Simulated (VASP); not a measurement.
# Cr (Fm-3m) in VASP: single point with PBEsol

Aim: the single point of Cr with PBEsol.

Program: VASP 6.6.1. These are calculated values, not measurements. Logs are shortened: lines on timing, memory, paths and dates and some standing lists are left out, and cuts for length are marked.

### Step 1. The cell of the first run

The structure is cubic, space group Fm-3m (No. 225). Conventional cell: a = 3.578 Å, b = 3.578 Å, c = 3.578 Å, α = 90.00°, β = 90.00°, γ = 90.00°. Cr (site symmetry m-3m) has 12 Cr at 2.53 Å within 3.3 Å.

This isn't the form of Cr at room conditions, which is bcc.

### Step 2. Single point, PBEsol

INCAR reads:

```
PREC = Accurate ; ENCUT = 520
EDIFF = 1E-6 ; ISMEAR = 0
SIGMA = 0.1 ; LREAL = False
LASPH = True ; NELM = 60
ALGO = Fast ; ISIF = 2
LWAVE = False ; LCHARG = False
GGA = PS ; ISYM = 0
NBANDS = 12
```

KPOINTS reads:

```
Automatic mesh
0
Gamma
  15 15 17
```

POSCAR reads:

```
Cr
1.0
    2.5301037415      0.0000000000      0.0000000000
   -1.2650518707      2.1911341143      0.0000000000
    1.2650518707      0.7303780381      2.0658210543
Cr
1
Direct
    0.0000000000      0.0000000000      0.0000000000
```

Potentials or basis: VASP PAW PBE potentials, release 64 (Cr_pv).

Launch:

```
$ cat potpaw_PBE.64/Cr_pv/POTCAR > POTCAR
$ mpirun -np 1 vasp_std > vasp.out
```

OUTCAR:

```text
PREC = Accurate
   ENCUT = 520
   EDIFF = 1E-6
   ISMEAR = 0
   LREAL = False
   LASPH = True
   NELM = 60
   ISIF = 2
   GGA = PS
   ISYM = 0

 ion  position               nearest neighbor table
   1  0.000  0.000  0.000-

IMPORTANT INFORMATION: All symmetrisations will be switched off!
NOSYMM: (Re-)initialisation of all symmetry stuff for point group C_1.

----------------------------------------------------------------------------------------

                                     Primitive cell

  volume of cell :      11.4525

  direct lattice vectors                    reciprocal lattice vectors
     2.530103742  0.000000000  0.000000000     0.395240710  0.228192331 -0.322712689
    -1.265051871  2.191134114  0.000000000     0.000000000  0.456384661 -0.161356344
     1.265051871  0.730378038  2.065821054     0.000000000  0.000000000  0.484069033

  length of vectors
     2.530103742  2.530103741  2.530103741     0.558954773  0.484069033  0.484069033

  position of ions in fractional coordinates (direct lattice)
     0.000000000  0.000000000  0.000000000

  ion indices of the primitive-cell ions
   primitive index   ion index
                 1           1

----------------------------------------------------------------------------------------

 KPOINTS: Automatic mesh

Automatic generation of k-mesh.
 Grid dimensions read from file:
 generate k-points for:   15   15   17

 Generating k-lattice:

  Cartesian coordinates                     Fractional coordinates (reciprocal lattice)
     0.026349381  0.015212822 -0.021514179     0.066666667  0.000000000  0.000000000
     0.000000000  0.030425644 -0.010757090     0.000000000  0.066666667 -0.000000000
     0.000000000  0.000000000  0.028474649     0.000000000  0.000000000  0.058823529

  Length of vectors
     0.037263652  0.032271269  0.028474649

  Shift w.r.t. Gamma in fractional coordinates (k-lattice)
     0.000000000  0.000000000  0.000000000

 -----------------------------------------------------------------------------
|                                                                             |
|           W    W    AA    RRRRR   N    N  II  N    N   GGGG   !!!           |
|           W    W   A  A   R    R  NN   N  II  NN   N  G    G  !!!           |
|           W    W  A    A  R    R  N N  N  II  N N  N  G       !!!           |
|           W WW W  AAAAAA  RRRRR   N  N N  II  N  N N  G  GGG   !            |
|           WW  WW  A    A  R   R   N   NN  II  N   NN  G    G                |
|           W    W  A    A  R    R  N    N  II  N    N   GGGG   !!!           |
|                                                                             |
|     Your reciprocal lattice and k-lattice belong to different lattice       |
|     classes:                                                                |
|                                                                             |
|        The reciprocal lattice is body-centered cubic,                       |
|        whereas your k-lattice is base-centered monoclinic.                  |
|                                                                             |
|     Results are often still useful ...                                      |
|                                                                             |
 -----------------------------------------------------------------------------

 WARNING: IBZKPT: internal override: KBLOWUP is changed to .FALSE.
      ... skipping the blow-up phase ...

 Subroutine IBZKPT returns following result:
 ===========================================

 Found   1913 irreducible k-points:

 Following reciprocal coordinates:
            Coordinates               Weight
  0.000000  0.000000  0.000000      1.000000
  0.066667  0.000000  0.000000      2.000000
  0.133333 -0.000000  0.000000      2.000000
  0.200000 -0.000000 -0.000000      2.000000
  0.266667 -0.000000  0.000000      2.000000
  0.333333  0.000000  0.000000      2.000000
[... 16 lines left out ...]
 -0.066667  0.066667 -0.000000      2.000000
  0.000000  0.133333  0.000000      2.000000
 [... further k-points ...]
   k-points           NKPTS =   1913   k-points in BZ     NKDIM =   1913   number of bands    NBANDS=     12
   number of dos      NEDOS =    301   number of ions     NIONS =      1
   total plane-waves  NPLWV =   8000
   dimension x,y,z NGX =    20 NGY =   20 NGZ =   20
   dimension x,y,z NGXF=    40 NGYF=   40 NGZF=   40
   ions per type =               1
   NGX,Y,Z   is equivalent  to a cutoff of  13.14, 13.14, 13.14 a.u.
   NGXF,Y,Z  is equivalent  to a cutoff of  26.28, 26.28, 26.28 a.u.
 SYSTEM =  unknown system
   PREC   = accura    normal or accurate (medium, high low for compatibility)
   ISTART =      0    job   : 0-new  1-cont  2-samecut
   ICHARG =      2    charge: 1-file 2-atom 10-const
   ISPIN  =      1    spin polarized calculation?
   LNONCOLLINEAR =      F non collinear calculations
   LSORBIT =      F    spin-orbit coupling
   LASPH  =      T    aspherical Exc in radial PAW
   ENCUT  =  520.0 eV  38.22 Ry    6.18 a.u.   4.70  4.70  4.70*2*pi/ulx,y,z
   NELM   =     60;   NELMIN=  2; NELMDL= -5     # of ELM steps
   EDIFF  = 0.1E-05   stopping-criterion for ELM
   LREAL  =      F    real-space projection
   EDIFFG = 0.1E-04   stopping-criterion for IOM
   NSW    =      0    number of steps for IOM
   IBRION =     -1    ionic relax: 0-MD 1-quasi-New 2-CG
   NFREE  =      0    steps in history (QN), initial steepest desc. (CG)
   ISIF   =      2    stress and relaxation
   ISYM   =      0    0-nonsym 1-usesym 2-fastsym
   POTIM  = 0.5000    time-step for ionic-motion
   TEBEG  =    0.0;   TEEND  =   0.0 temperature during run
   PSTRESS=    0.0 pullay stress
   NELECT =      12.0000    total number of electrons
   NUPDOWN=      -1.0000    fix difference up-down
   EMIN   =  10.00;   EMAX   =-10.00  energy-range for DOS
   EFERMI =   0.00;   METHOD = LEGACY
   ISMEAR =     0;   SIGMA  =   0.10  broadening in eV -4-tet -1-fermi 0-gaus
   EFERMI_NEDOS =   21; number of points for ismear=-14 and -15
   IALGO  =     68    algorithm
   IMIX   =      4    mixing-type and parameters
     AMIX     =   0.40;   BMIX     =  1.00
     AMIX_MAG =   1.60;   BMIX_MAG =  1.00
  volume/ion in A,a.u.               =      11.45        77.29
  Fermi-wavevector in a.u.,A,eV,Ry     =   1.662782  3.142202 37.617975  2.764843
  Thomas-Fermi vector in A             =   2.749613
   LORBIT       =      0    0 simple, 1 ext, 2 COOP (PROOUT), +10 PAW based schemes
   GGA     = PS    functional components
   LHFCALC =     F    Hartree Fock is set to
   AEXX    =    0.0000 exact exchange contribution
   IVDW    =     0    specifies the selected vdW correction
   LEPSILON=     F    determine dielectric tensor
   LRPA    =     F    only Hartree local field effects (RPA)
 non-spin polarized calculation
 RMM-DIIS sequential band-by-band and
 Gauss-broadening in eV      SIGMA  =   0.10
  energy-cutoff  :      520.00
  volume of cell :       11.45
 maximum number of plane-waves:       331
   NGX =  9   NGY =  9   NGZ =  9

 number of electron      12.0000005 magnetization

 Free energy of the ion-electron system (eV)
  ---------------------------------------------------
  ext. energy  EPLUGINS =         0.00000000
  ---------------------------------------------------
  free energy    TOTEN  =        -9.83724360 eV

  energy without entropy =       -9.82847918  energy(sigma->0) =       -9.83286139

 E-fermi :  10.6820     XC(G=0): -13.8691

 val. band max:       10.6808729278   @ k =   0.1333   0.2667   0.4706
 cond. band min:      10.6833533545   @ k =   0.2000  -0.2667   0.1765
 fundamental gap:      0.0024804266
 Fermi energy:        10.6820259548

 k-point     1 :       0.0000    0.0000    0.0000
  band No.  band energies     occupation
      1     -31.4633      2.00000
      2     -31.4627      2.00000
      3     -31.4621      2.00000
      4       3.0381      2.00000
      5      10.2358      2.00000
      6      10.2360      2.00000
      7      10.2366      2.00000
      8      12.0680      0.00000
      9      12.0685      0.00000
     10      18.2377      0.00000
     11      30.7254      0.00000
     12      36.5189      0.00000

 k-point     2 :       0.0667    0.0000    0.0000
  band No.  band energies     occupation
      1     -31.5056      2.00000
      2     -31.4774      2.00000
      3     -31.4769      2.00000
      4       3.2865      2.00000
      5      10.0774      2.00000
      6      10.3420      2.00000
      7      10.3423      2.00000
      8      11.9167      0.00000
      9      12.1186      0.00000
     10      18.2376      0.00000
     11      30.8607      0.00000
     12      35.3170      0.00000

 k-point     3 :       0.1333   -0.0000    0.0000
  band No.  band energies     occupation
      1     -31.6235      2.00000
      2     -31.5189      2.00000
      3     -31.5184      2.00000
      4       3.9950      2.00000
      5       9.6468      2.00000
      6      10.6557      1.29056
      7      10.6560      1.28770
      8      11.5123      0.00000
      9      12.2619      0.00000
     10      18.2376      0.00000
     11      31.2050      0.00000
     12      33.4460      0.00000
[... 286 lines left out ...]
 k-point    23 :      -0.0667    0.0667   -0.0000
  band No.  band energies     occupation
      1     -31.5061      2.00000
      2     -31.4685      2.00000
      3     -31.4675      2.00000
      4       3.2248      2.00000
      5      10.1453      2.00000
      6      10.2989      2.00000
      7      10.2992      2.00000
      8      12.0323      0.00000
      9      12.0328      0.00000
     10      18.2376      0.00000
     11      30.8085      0.00000
     12      35.0317      0.00000

 k-point    24 :       0.0000    0.1333    0.0000
  band No.  band energies     occupation
      1     -31.6273      2.00000
      2     -31.4836      2.00000
      3     -31.4826      2.00000
      4       3.7622      2.00000
      5       9.9135      2.00000
      6      10.4486      1.99904
      7      10.4489      1.99902
      8      11.9693      0.00000
      9      11.9699      0.00000
     10      18.2375      0.00000
     11      30.6596      0.00000
     12      32.8220      0.00000

 [... further k-points ...]
[... 5 lines left out ...]
  --------------------------------------------------------------------------------------
  -------------------------------------------------------------------------------------
  Total       -0.0418141     -0.0396487     -0.0311540     -0.0018736      0.0015588      0.0026989
  in kB       -5.8496909     -5.5467687     -4.3583796     -0.2621179      0.2180670      0.3775683
  external PRESSURE =      -5.2516131 kB  Pullay stress =       0.0000000 kB

 VOLUME and BASIS-vectors are now :
 -----------------------------------------------------------------------------
  energy-cutoff  :      520.00
  volume of cell :       11.45
      direct lattice vectors                 reciprocal lattice vectors
     2.530103742  0.000000000  0.000000000     0.395240710  0.228192331 -0.322712689
    -1.265051871  2.191134114  0.000000000     0.000000000  0.456384661 -0.161356344
     1.265051871  0.730378038  2.065821054     0.000000000  0.000000000  0.484069033

 POSITION                                       TOTAL-FORCE (eV/Angst)
 -----------------------------------------------------------------------------------
      0.00000      0.00000      0.00000         0.000000     -0.000001      0.000000
 -----------------------------------------------------------------------------------
    total drift:                                0.000000     -0.000001      0.000000

  FREE ENERGIE OF THE ION-ELECTRON SYSTEM (eV)
  ---------------------------------------------------
  free  energy   TOTEN  =        -9.8372436014 eV

  energy  without entropy=       -9.8284791778  energy(sigma->0) =       -9.83286139
```

Run time: 2.5 min. Hardware: 1 thread of Intel Xeon Platinum 8488C (Sapphire Rapids), shared host; peak memory 0.36 GiB.

Results:

- Free energy: -9.8372 eV
- Pressure: -0.5 GPa
- Band gap on the k mesh: zero (bands 6 and 7 overlap by 3.06 eV)

Levels at points of the mesh, in eV from the Fermi level:
```tsv
k point	band 2	band 3	band 4	band 5	band 6	band 7	band 8	band 9	band 10	band 11
(0.00, 0.00, 0.00)	-42.14	-42.14	-7.64	-0.45	-0.45	-0.45	1.39	1.39	7.56	20.04
```

Caveat: the PAW data sets were made with another functional, which shifts forces and pressure a little; the run has no spin polarisation, though such a crystal can be magnetic.
